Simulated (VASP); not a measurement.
# Ru (P6_3/mmc) in VASP: notebook, part 2 of 2

VASP 6.6.1.

## (3) Electric field gradients, PBEsol

Input file INCAR:

```
PREC = Accurate
ENCUT = 520
EDIFF = 1E-8
ISMEAR = -1
SIGMA = 0.05
LREAL = F
LASPH = T
NELM = 100
ALGO = Normal
ISIF = 2
LWAVE = F
LCHARG = F
GGA = PS
LEFG = T
NBANDS = 21
```

Input file KPOINTS:

```
regular mesh
0
Gamma
  20 20 11
```

Input file POSCAR:

```
Ru
1.0
    2.7058000000      0.0000000000      0.0000000000
   -1.3529000000      2.3432915376      0.0000000000
    0.0000000000      0.0000000000      4.2819000000
Ru
2
Direct
    0.3333333333      0.6666666667      0.2500000000
    0.6666666667      0.3333333333      0.7500000000
```

Potentials or basis: VASP PAW PBE potentials, release 64 (Ru_pv).

Run with:

```sh
cat potpaw_PBE.64/Ru_pv/POTCAR > POTCAR
mpirun -np 1 vasp_std > vasp.out
```

OUTCAR:

```text
PREC = Accurate
   ENCUT = 520
   EDIFF = 1E-8
   ISMEAR = -1
   LREAL = F
   LASPH = T
   NELM = 100
   ISIF = 2
   GGA = PS

 ion  position               nearest neighbor table
   1  0.333  0.667  0.250-   2 2.65   2 2.65   2 2.65   2 2.65   2 2.65   2 2.65
   2  0.667  0.333  0.750-   1 2.65   1 2.65   1 2.65   1 2.65   1 2.65   1 2.65

  LATTYP: Found a hexagonal cell.
 ALAT       =     2.7058000000
 C/A-ratio  =     1.5824894671

  Lattice vectors:

 A1 = (   2.7058000000,   0.0000000000,   0.0000000000)
 A2 = (  -1.3529000000,   2.3432915376,   0.0000000000)
 A3 = (   0.0000000000,   0.0000000000,   4.2819000000)

Analysis of symmetry for initial positions (statically):
=====================================================================
 Subroutine PRICEL returns:
 Original cell was already a primitive cell.

 Routine SETGRP: Setting up the symmetry group for a
[... 767 lines left out ...]
  energy-cutoff  :      520.00
  volume of cell :       27.15
      direct lattice vectors                 reciprocal lattice vectors
     2.705800000  0.000000000  0.000000000     0.369576465  0.213375072  0.000000000
    -1.352900000  2.343291538  0.000000000     0.000000000  0.426750144  0.000000000
     0.000000000  0.000000000  4.281900000     0.000000000  0.000000000  0.233541185

 POSITION                                       TOTAL-FORCE (eV/Angst)
 -----------------------------------------------------------------------------------
     -0.00000      1.56219      1.07048        -0.000000      0.000000      0.000000
      1.35290      0.78110      3.21143         0.000000     -0.000000      0.000000
 -----------------------------------------------------------------------------------
    total drift:                               -0.000000      0.000000     -0.000000

  FREE ENERGIE OF THE ION-ELECTRON SYSTEM (eV)
  ---------------------------------------------------
  free  energy   TOTEN  =       -20.3377713366 eV

  energy  without entropy=      -20.3239815805  energy(sigma->0) =      -20.33087646

 Electric field gradients (V/A^2)
---------------------------------------------------------------------
 ion       V_xx      V_yy      V_zz      V_xy      V_xz      V_yz
---------------------------------------------------------------------
   1       7.760     7.762   -15.522     0.002     0.000    -0.000
   2       7.760     7.762   -15.522     0.002    -0.000     0.000
---------------------------------------------------------------------

 Electric field gradients after diagonalization (V/A^2)
 (convention: |V_zz| > |V_xx| > |V_yy|)
----------------------------------------------------------------------
 ion       V_xx      V_yy      V_zz     asymmetry (V_yy - V_xx)/ V_zz
----------------------------------------------------------------------
   1       7.763     7.759   -15.522       0.000
   2       7.763     7.759   -15.522       0.000
----------------------------------------------------------------------

           NMR quadrupolar parameters

 Cq : quadrupolar parameter    Cq=e*Q*V_zz/h
 eta: asymmetry parameters     (V_yy - V_xx)/ V_zz
 Q  : nuclear electric quadrupole moment in mb (millibarn)
----------------------------------------------------------------------
 ion       Cq(MHz)       eta       Q (mb)
----------------------------------------------------------------------
   1      -0.038       0.000       1.000
   2      -0.038       0.000       1.000
----------------------------------------------------------------------
```

OSZICAR:

```text
N       E                     dE             d eps       ncg     rms          rms(c)
DAV:   1     0.286487507584E+03    0.28649E+03   -0.17553E+04 11144   0.148E+03
DAV:   2    -0.160001267925E+02   -0.30249E+03   -0.29321E+03 11333   0.445E+02
DAV:   3    -0.219123502619E+02   -0.59122E+01   -0.58779E+01 13088   0.695E+01
DAV:   4    -0.219563056506E+02   -0.43955E-01   -0.43901E-01 13601   0.576E+00
DAV:   5    -0.219569467213E+02   -0.64107E-03   -0.63515E-03 12745   0.621E-01    0.193E+01
DAV:   6    -0.204328109598E+02    0.15241E+01   -0.34395E+00 12898   0.180E+01    0.480E+00
DAV:   7    -0.203484148660E+02    0.84396E-01   -0.60739E-01 12708   0.541E+00    0.885E-01
DAV:   8    -0.203396922779E+02    0.87226E-02   -0.17926E-02 12003   0.116E+00    0.467E-01
DAV:   9    -0.203377597703E+02    0.19325E-02   -0.19062E-03 12608   0.478E-01    0.354E-02
DAV:  10    -0.203377722761E+02   -0.12506E-04   -0.87652E-05 12658   0.950E-02    0.212E-02
DAV:  11    -0.203377714166E+02    0.85948E-06   -0.72664E-06 12543   0.255E-02    0.139E-03
DAV:  12    -0.203377713653E+02    0.51332E-07   -0.27721E-07 12703   0.463E-03    0.137E-03
DAV:  13    -0.203377713455E+02    0.19801E-07   -0.18235E-08  8285   0.136E-03    0.384E-04
DAV:  14    -0.203377713366E+02    0.88298E-08   -0.58604E-10  7329   0.268E-04
   1 F= -.20337771E+02 E0= -.20330876E+02  d E =-.137898E-01
```

Wall time 84 s (1 thread of Intel Xeon Platinum 8488C (Sapphire Rapids), shared host); peak memory 0.23 GiB.

Results:

```yaml
Free_energy: -20.3378 eV
Pressure: -6.4 GPa
Band_gap_on_the_k_mesh: zero (bands 14 and 15 overlap by 3.25 eV)
Largest_electric_field_gradient_by_atom: Ru -15.5 V/Å²
```

Electric field gradients, principal values (V/Å²):
| atom | least | middle | greatest (by size) |
| --- | --- | --- | --- |
| 1 Ru | 7.759 | 7.763 | -15.522 |
| 2 Ru | 7.759 | 7.763 | -15.522 |

Caveat: the cell stands under tension; without QUAD_EFG the Cq values of the log hold for a quadrupole moment of 1 mb, not for the nuclei; the PAW data sets were made with another functional, which shifts forces and pressure a little.

## (4) Electric field gradients, r2SCAN

POSCAR is that of step 3.

Input file INCAR.step1:

```
SYSTEM = Ru
  PREC = Accurate
  ENCUT = 520
  ISMEAR = -1
  SIGMA = 0.05
  LREAL = .False.
  LASPH = .True.
  NELM = 100
  NBANDS = 21
  GGA = PE
  ALGO = Normal
  EDIFF = 1E-4
  LWAVE = .True.
  LCHARG = .False.
```

Input file INCAR.step2:

```
SYSTEM = Ru
  PREC = Accurate
  ENCUT = 520
  EDIFF = 1E-8
  ISMEAR = -1
  SIGMA = 0.05
  LREAL = .False.
  LASPH = .True.
  NELM = 100
  ALGO = Normal
  ISIF = 2
  LWAVE = .False.
  LCHARG = .False.
  METAGGA = R2SCAN
  LMIXTAU = .True.
  LEFG = .True.
  NBANDS = 21
  ISTART = 1
```

Input file KPOINTS:

```
regular mesh
0
Gamma
  20 20 11
  0 0 0
```

Potentials or basis: VASP PAW PBE potentials, release 64 (Ru_pv).

Run with:

```sh
cat potpaw_PBE.64/Ru_pv/POTCAR > POTCAR
cp INCAR.step1 INCAR
mpirun -np 1 vasp_std > vasp.out
cp INCAR.step2 INCAR
mpirun -np 1 vasp_std > vasp.out
```

OUTCAR:

```text
SYSTEM = Ru
   PREC = Accurate
   ENCUT = 520
   EDIFF = 1E-8
   ISMEAR = -1
   LREAL = .False.
   LASPH = .True.
   NELM = 100
   ISIF = 2
   METAGGA = R2SCAN
   ISTART = 1

 ion  position               nearest neighbor table
   1  0.333  0.667  0.250-   2 2.65   2 2.65   2 2.65   2 2.65   2 2.65   2 2.65
   2  0.667  0.333  0.750-   1 2.65   1 2.65   1 2.65   1 2.65   1 2.65   1 2.65

  LATTYP: Found a hexagonal cell.
 ALAT       =     2.7058000000
 C/A-ratio  =     1.5824894671

  Lattice vectors:

 A1 = (   2.7058000000,   0.0000000000,   0.0000000000)
[... 792 lines left out ...]
  free  energy   TOTEN  =       -50.8621664702 eV

  energy  without entropy=      -50.8490967256  energy(sigma->0) =      -50.85563160

 Electric field gradients (V/A^2)
---------------------------------------------------------------------
 ion       V_xx      V_yy      V_zz      V_xy      V_xz      V_yz
---------------------------------------------------------------------
   1       7.075     7.077   -14.152     0.002     0.000    -0.000
   2       7.075     7.077   -14.152     0.002    -0.000     0.000
---------------------------------------------------------------------

 Electric field gradients after diagonalization (V/A^2)
 (convention: |V_zz| > |V_xx| > |V_yy|)
----------------------------------------------------------------------
 ion       V_xx      V_yy      V_zz     asymmetry (V_yy - V_xx)/ V_zz
----------------------------------------------------------------------
   1       7.078     7.074   -14.152       0.000
   2       7.078     7.074   -14.152       0.000
----------------------------------------------------------------------

           NMR quadrupolar parameters

 Cq : quadrupolar parameter    Cq=e*Q*V_zz/h
 eta: asymmetry parameters     (V_yy - V_xx)/ V_zz
 Q  : nuclear electric quadrupole moment in mb (millibarn)
----------------------------------------------------------------------
 ion       Cq(MHz)       eta       Q (mb)
----------------------------------------------------------------------
   1      -0.034       0.000       1.000
   2      -0.034       0.000       1.000
----------------------------------------------------------------------
```

OSZICAR.step1:

```text
N       E                     dE             d eps       ncg     rms          rms(c)
DAV:   1     0.288688522534E+03    0.28869E+03   -0.17591E+04 11144   0.149E+03
DAV:   2    -0.138737759391E+02   -0.30256E+03   -0.29331E+03 11328   0.445E+02
DAV:   3    -0.197714634220E+02   -0.58977E+01   -0.58640E+01 13088   0.695E+01
DAV:   4    -0.198154413285E+02   -0.43978E-01   -0.43912E-01 13519   0.578E+00
DAV:   5    -0.198160867624E+02   -0.64543E-03   -0.64034E-03 12753   0.632E-01    0.178E+01
DAV:   6    -0.185540520462E+02    0.12620E+01   -0.28484E+00 12653   0.165E+01    0.479E+00
DAV:   7    -0.184765898828E+02    0.77462E-01   -0.41991E-01 12653   0.486E+00    0.104E+00
DAV:   8    -0.184693750459E+02    0.72148E-02   -0.17062E-02 12106   0.107E+00    0.337E-01
DAV:   9    -0.184689617482E+02    0.41330E-03   -0.84531E-04 12631   0.310E-01    0.341E-02
DAV:  10    -0.184689719738E+02   -0.10226E-04   -0.54082E-05  7442   0.772E-02
   1 F= -.18468972E+02 E0= -.18462067E+02  d E =-.138106E-01
```

It took 6 min on 1 thread of Intel Xeon Platinum 8488C (Sapphire Rapids), shared host; peak memory 0.24 GiB.

Results:

```yaml
Free_energy: -50.8622 eV
Pressure: -0.6 GPa
Band_gap_on_the_k_mesh: zero (bands 14 and 15 overlap by 3.38 eV)
Largest_electric_field_gradient_by_atom: Ru -14.2 V/Å²
```

Stress tensor (GPa, compression positive):
```
 0.16  0.00  0.00
 0.00  0.16  0.00
 0.00  0.00 -2.07
```

Levels at points of the mesh, in eV from the Fermi level:
```
           k point  band 12  band 13  band 14  band 15  band 16  band 17
(0.00, 0.00, 0.00)    -2.03    -2.03    -1.49    -1.49     1.20     1.20
(0.50, 0.00, 0.00)    -1.90    -1.61     1.45     1.88     1.96     4.21
```

Electric field gradients, principal values (V/Å²):
| atom | least | middle | greatest (by size) |
| --- | --- | --- | --- |
| 1 Ru | 7.074 | 7.078 | -14.152 |
| 2 Ru | 7.074 | 7.078 | -14.152 |

Caveat: without QUAD_EFG the Cq values of the log hold for a quadrupole moment of 1 mb, not for the nuclei; the PAW data sets were made with another functional, which shifts forces and pressure a little.

## (5) The runs side by side

```tsv
level	potentials or basis	gap on the mesh (eV)	pressure (GPa)
LDA	VASP PAW LDA potentials, release 64 (Ru_pv)	none	-11.5
PBEsol	VASP PAW PBE potentials, release 64 (Ru_pv)	none	-6.4
r2SCAN	VASP PAW PBE potentials, release 64 (Ru_pv)	none	-0.6
```

Alike in all rows: task electric field gradients; no spin polarisation; cell as given; k mesh 20 × 20 × 11; cutoff (eV) 520; smearing fermi-dirac 0.05 eV.

Caveats: the cell stands under tension (at least some runs); the PAW data sets were made with another functional, which shifts forces and pressure a little (at least some runs).

Absolute energies hang on the potentials; compare differences alone.
